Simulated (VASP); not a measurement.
Wanted: the native input for a VASP 6.6.1 run.

```
Task                   : single point
Functional             : PBE
Potentials or basis    : VASP PAW PBE potentials, release 64 (Be, Si)
Cutoff                 : 600 eV
k mesh                 : 8 × 8 × 8
Occupations            : fermi-dirac, width 0.136057 eV
Spin                   : no spin polarisation
Dipole correction      : no
Further INCAR settings : ALGO = Normal; EDIFF = 1e-06; NBANDS = 11
```

The structure of Be2Si lies in POSCAR:

```
Be2Si
1.0
    0.0000000000      2.6400000000      2.6400000000
    2.6400000000      0.0000000000      2.6400000000
    2.6400000000      2.6400000000      0.0000000000
Be Si
2 1
Direct
    0.7500000000      0.7500000000      0.7500000000
    0.2500000000      0.2500000000      0.2500000000
    0.0000000000      0.0000000000      0.0000000000
```

These files were run (other wordings do the same):

INCAR

```
PREC = Accurate
ENCUT = 600
EDIFF = 1E-6
ISMEAR = -1
SIGMA = 0.13605693122994
LREAL = False
LASPH = True
NELM = 120
ALGO = Normal
ISIF = 2
LWAVE = False
LCHARG = False
GGA = PE
NBANDS = 11
GGA_COMPAT = False
```

KPOINTS

```
Automatic mesh
0
Gamma
  8 8 8
```

Potentials or basis: VASP PAW PBE potentials, release 64 (Be, Si).

Launch:

```bash
$ cat potpaw_PBE.64/Be/POTCAR potpaw_PBE.64/Si/POTCAR > POTCAR
$ mpirun -np 1 vasp_std > vasp.out
```

It gave:

```
Pressure               : 0.3 GPa
Band gap on the k mesh : zero (bands 4 and 5 overlap by 0.63 eV)
```

Wall time 19 s on 1 thread of Intel Xeon 8259CL, on a shared host, peak memory 0.16 GiB.
